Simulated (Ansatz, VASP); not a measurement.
This is a calculation of SiC for VASP 6.6.1.

Contents of POSCAR:

```
SiC
1.0
    3.0760000000      0.0000000000      0.0000000000
   -1.5380000000      2.6638941420      0.0000000000
    0.0000000000      0.0000000000      5.0480000000
Si C
2 2
Direct
    0.6666666667      0.3333333333      0.5000000000
    0.3333333333      0.6666666667      0.0000000000
    0.6666666667      0.3333333333      0.8850000000
    0.3333333333      0.6666666667      0.3850000000
```

The input INCAR.step1:

```
SYSTEM = SiC
  ALGO = Normal
  EDIFF = 1E-5
  ENCUT = 600
  GGA = PE
  ISMEAR = -1
  LASPH = .True.
  LCHARG = .False.
  LREAL = .False.
  LWAVE = .True.
  NBANDS = 16
  NELM = 100
  PREC = Accurate
  SIGMA = 0.05
```

The input INCAR.step2:

```
SYSTEM = SiC
  AEXX = 0.25
  ALGO = Normal
  EDIFF = 1E-6
  EDIFFG = -0.01
  ENCUT = 600
  GGA = PE
  HFSCREEN = 0.3
  IBRION = 2
  ISIF = 3
  ISMEAR = -1
  ISTART = 1
  LASPH = .True.
  LCHARG = .False.
  LHFCALC = .True.
  LREAL = .False.
  LWAVE = .False.
  NELM = 100
  NSW = 60
  PREC = Accurate
  PRECFOCK = Normal
  SIGMA = 0.05
```

KPOINTS

```
k-points
0
Gamma
  5 5 3
  0 0 0
```

Potentials or basis: VASP PAW PBE potentials, release 64 (Si, C).

Run with:

```console
$ cat potpaw_PBE.64/Si/POTCAR potpaw_PBE.64/C/POTCAR > POTCAR
$ cp INCAR.step1 INCAR
$ mpirun -np 1 vasp_std > vasp.out
$ cp INCAR.step2 INCAR
$ mpirun -np 1 vasp_std > vasp.out
```

Translate it to Ansatz 0.2.0. Potentials there: Ansatz PAW.

As run (the cutoff follows the program's own potentials):

The input input.yaml:

```yaml
crystal:
  lattice:
    - [3.076, 0.0, 0.0]
    - [-1.538, 2.663894142, 0.0]
    - [0.0, 0.0, 5.048]
  atoms:
    - { symbol: Si, position: [0.6666666667, 0.3333333333, 0.5] }
    - { symbol: Si, position: [0.3333333333, 0.6666666667, 0.0] }
    - { symbol: C, position: [0.6666666667, 0.3333333333, 0.885] }
    - { symbol: C, position: [0.3333333333, 0.6666666667, 0.385] }
hamiltonian:
  xc: { exchange: pbe, correlation: pbe, exx: { coeff: 0.25, omega: 0.3 } }
  pseudopotentials: { kind: paw }
kpoints:
  mp_grid: { grid: [5, 5, 3] }
scf:
  occupations: { method: fermi_dirac, width: 0.05 }
output:
  forces: true
  stress: true
relax:
  f_tol: 0.01
  max_steps: 40
  cell: { stress_tol: 0.05 }
```

Potentials or basis: Ansatz PAW.

Command:

```console
$ ansatz run input.yaml --threads 2 --pin off --max-ram 5632MiB --backend cpu --events-out ev --progress --plain --runs-dir out
```

Both were run:

|  | VASP | Ansatz | Ansatz less VASP |
| --- | --- | --- | --- |
| gap on the k mesh at the Fermi level, each at its own relaxed structure (eV) | 3.63 | 3.63 | -0.002 |
| relaxed volume (Å³/atom) | 10.28 | 10.30 | +0.024 |
| relaxed cell length with the largest relative difference (Å) | 5.033 | 5.037 | +0.0041 |

VASP's potentials were made for PBE, not for PBE-based screened hybrid.

The k mesh is coarse, so the values compare programs but aren't converged. Noted on Ansatz's run: odd divisions of the mesh miss points on the zone boundary, where band edges often lie, so the gap on the mesh can be too wide; the plane-wave basis is chosen anew once the cell has moved, so the energies of steps on either side of that aren't comparable.
